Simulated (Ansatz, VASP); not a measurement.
**Al4Cl in VASP and in Ansatz**

```
Al Cl
1.0
     4.39938    0.00000    0.00000
     0.00000    4.39938    0.00000
     0.00000    0.00000    4.39938
Al Cl
4 1
Cartesian
  2.1997 2.1997 2.1997
  0.0000 2.1997 2.1997
  2.1997 0.0000 2.1997
  2.1997 2.1997 0.0000
  0.0000 0.0000 0.0000
```

Change from the starting cell: species swapped into the Mn4N type (Pm-3m, No. 221).

Alike in both runs: task relaxation of cell and atoms; functional PBE; k mesh 4 × 4 × 4; occupations gaussian, width 0.1 eV; no spin polarisation.

|  | VASP | Ansatz |
| --- | --- | --- |
| version | VASP 6.6.1 | Ansatz 0.2.0 |
| potentials or method | VASP PAW PBE potentials, release 64 (Al, Cl), cutoff 600 eV | scalar-relativistic, plane waves, PAW |
| valence electrons in the cell | 19 | 19 |

Ansatz gave:

```
gap on the k mesh at the Fermi level, each at its own relaxed structure (eV) : none
relaxed volume (Å³/atom)                                                     : 26.11
relaxed cell length with the largest relative difference (Å)                 : 5.073
```

Problem. Estimate VASP's values.

Solution. gap on the k mesh at the Fermi level, each at its own relaxed structure (eV): none; relaxed volume (Å³/atom): 26.22; relaxed cell length with the largest relative difference (Å): 5.080.

A gap of «none» marks a metal or a gap that the smearing closes.

Noted on VASP's run: the volume moved by over 15 % at a fixed basis, so the end points are rough.
